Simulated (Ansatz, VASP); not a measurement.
**Two plane-wave programs on MgCd3Se4**

```
Mg Cd Se
1.0
     4.14906    0.00000    0.00000
     0.00000    4.14906    0.00000
     0.00000    0.00000   11.73531
Mg Cd Se
1 3 4
Direct
  0.00000 0.00000 0.50000
  0.00000 0.00000 0.00000
  0.50000 0.50000 0.25000
  0.50000 0.50000 0.75000
  0.00000 0.00000 0.25000
  0.50000 0.50000 0.50000
  0.00000 0.00000 0.75000
  0.50000 0.50000 0.00000
```

Alike in both runs: task single point; functional PBE; k mesh 4 × 4 × 2; occupations gaussian, width 0.1 eV; no spin polarisation.

```csv
,VASP,Ansatz
version,VASP 6.6.1,Ansatz 0.2.0
potentials or method,"VASP PAW PBE potentials, release 64 (Mg, Cd, Se), cutoff 520 eV","scalar-relativistic, plane waves, PAW"
valence electrons in the cell,62,134
```

|  | VASP | Ansatz | Ansatz less VASP |
| --- | --- | --- | --- |
| gap on the k mesh at the Fermi level (eV) | none | none | - |
| pressure (GPa) | -4.2 | -4.4 | -0.16 |
| traceless stress, the component that is largest in VASP (GPa) | -0.33 | -0.33 | +0.007 |
| rms of the force components (eV/Å) | 0.053 | 0.047 | -0.0051 |

Atom by atom the forces differ by 0.005 eV/Å (rms over components). A gap of «none» marks a metal or a gap that the smearing closes. VASP's potentials hold 62 valence electrons a cell and Ansatz's 134, so a difference there can come from the potentials and not from the codes.

The k mesh is coarse, so the values compare programs but aren't converged.
